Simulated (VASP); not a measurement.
CO2: single point with PBE

CO2:

```
C O
1.0
     4.22721    0.00000    0.00000
     0.00000    4.22721    0.00000
     0.00000    0.00000    4.68777
C O
2 4
Direct
  0.50000 0.50000 0.50000
  0.00000 0.00000 0.00000
  0.30463 0.69537 0.50000
  0.69537 0.30463 0.50000
  0.19537 0.19537 0.00000
  0.80463 0.80463 0.00000
```

```yaml
Program: VASP 6.6.1
Task: single point
Functional: PBE
Potentials_or_basis: VASP PAW PBE potentials, release 64 (C, O)
Cutoff: 520 eV
k_mesh: 8 × 8 × 7
Occupations: fermi-dirac, width 0.01 eV
Spin: no spin polarisation
Dipole_correction: no
Further_INCAR_settings: ALGO = Normal; EDIFF = 1e-06; NBANDS = 25
```

```json
{
  "Pressure": "3.7 GPa",
  "Largest force": "0.651 eV/Å",
  "Band gap on the k mesh": "6.56 eV (least direct gap 7.03 eV)"
}
```

Forces on the atoms (eV/Å):
```
C    0.000  0.000  0.000
C    0.000  0.000  0.000
O   -0.461  0.461  0.000
O    0.461 -0.461  0.000
O    0.461  0.461  0.000
O   -0.461 -0.461  0.000
```

Stress tensor (GPa, compression positive):
```
4.69 0.00 0.00
0.00 4.69 0.00
0.00 0.00 1.73
```

Levels at points of the mesh, in eV from the valence-band top:
```
           k point  band 13  band 14  band 15  band 16  band 17  band 18  band 19  band 20
(0.00, 0.00, 0.00)    -1.39    -0.55    -0.47    -0.47     6.56     7.45     7.90     7.90
(0.50, 0.00, 0.00)    -0.53    -0.53    -0.48    -0.48     8.08     8.08     8.17     8.17
(0.50, 0.50, 0.00)    -0.66    -0.66     0.00     0.00     8.20     8.20     8.31     8.31
```

It took 48 s on 1 thread of Intel(R) Xeon(R) 6975P-C (Granite Rapids), on a shared host, peak memory 0.22 GiB.

Caveat: the cell stands under pressure; this functional lacks dispersion, which holds the molecules together, so the pressure and a relaxed volume are unreliable. A k mesh can miss the band edges.
